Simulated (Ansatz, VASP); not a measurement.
## CuO2: VASP beside Ansatz

File INCAR:

```
ALGO = Normal
EDIFF = 1E-6
ENCUT = 520
GGA = PS
ISIF = 2
ISMEAR = -1
LASPH = T
LCHARG = F
LREAL = F
LWAVE = F
NBANDS = 32
NELM = 100
PREC = Accurate
SIGMA = 0.05
```

KPOINTS

```
k-points
0
Gamma
  8 8 5
```

The input POSCAR:

```
CuO2
1.0
    1.4267411500     -5.2628544700      0.0000000000
    1.4267411500      5.2628544700      0.0000000000
    0.0000000000      0.0000000000      4.3434240000
Cu O
2 4
Direct
    0.1672530000      0.8327470000      0.7500000000
    0.8327470000      0.1672530000      0.2500000000
    0.7889700000      0.2110300000      0.7500000000
    0.2110300000      0.7889700000      0.2500000000
    0.5514860000      0.4485140000      0.7500000000
    0.4485140000      0.5514860000      0.2500000000
```

Contents of input.yaml:

```yaml
crystal:
  lattice:
    - [1.42674115, -5.26285447, 0.0]
    - [1.42674115, 5.26285447, 0.0]
    - [0.0, 0.0, 4.343424]
  atoms:
    - { symbol: Cu, position: [0.167253, 0.832747, 0.75] }
    - { symbol: Cu, position: [0.832747, 0.167253, 0.25] }
    - { symbol: O, position: [0.78897, 0.21103, 0.75] }
    - { symbol: O, position: [0.21103, 0.78897, 0.25] }
    - { symbol: O, position: [0.551486, 0.448514, 0.75] }
    - { symbol: O, position: [0.448514, 0.551486, 0.25] }
hamiltonian:
  xc: pbesol
  pseudopotentials: { kind: paw }
kpoints:
  mp_grid: { grid: [8, 8, 5] }
  band_path:
    path:
      - [[0.0, 0.0, 0.0], [0.2683733209, 0.2683733209, 0.0], [0.0, 0.5, 0.0], [0.0, 0.5, 0.5], [0.2683733209, 0.2683733209, 0.5], [0.0, 0.0, 0.5], [0.0, 0.0, 0.0], [-0.5, 0.5, 0.0], [-0.2683733209, 0.7316266791, 0.0], [-0.2683733209, 0.7316266791, 0.5], [-0.5, 0.5, 0.5], [-0.5, 0.5, 0.0]]
      - [[0.0, 0.0, 0.5], [-0.5, 0.5, 0.5]]
    npoints: 14
scf:
  occupations: { method: fermi_dirac, width: 0.05 }
  n_extra_bands: 15
output:
  forces: true
  stress: true
  eigenvalues: true
  fatbands: true
  write_density: true
  write_potential: true
  elf: true
  volumetric_format: npy
```

Alike in both runs: functional PBEsol; k mesh 8 × 8 × 5; occupations fermi-dirac, width 0.05 eV; no spin polarisation.

```csv
,VASP,Ansatz
version,VASP 6.6.1,Ansatz 0.2.0
potentials or method,"VASP PAW PBE potentials, release 64 (Cu, O)",Ansatz PAW
plane-wave cutoff (eV),520,420
valence electrons in the cell,46,62
task,single point,band structure
```

|  | VASP | Ansatz | Ansatz less VASP |
| --- | --- | --- | --- |
| gap on the k mesh at the Fermi level (eV) | none | none | - |
| pressure (GPa) | -10.9 | -11.7 | -0.79 |
| traceless stress, the component that is largest in VASP (GPa) | 2.39 | 3.61 | +1.220 |
| rms of the force components (eV/Å) | 0.267 | 0.319 | +0.0518 |

VASP's potentials were made for PBE, not for PBEsol. Atom by atom the forces differ by 0.058 eV/Å (rms over components). A gap of «none» marks a metal or a gap that the smearing closes. VASP's potentials hold 46 valence electrons a cell and Ansatz's 62, so a difference there can come from the potentials and not from the codes.
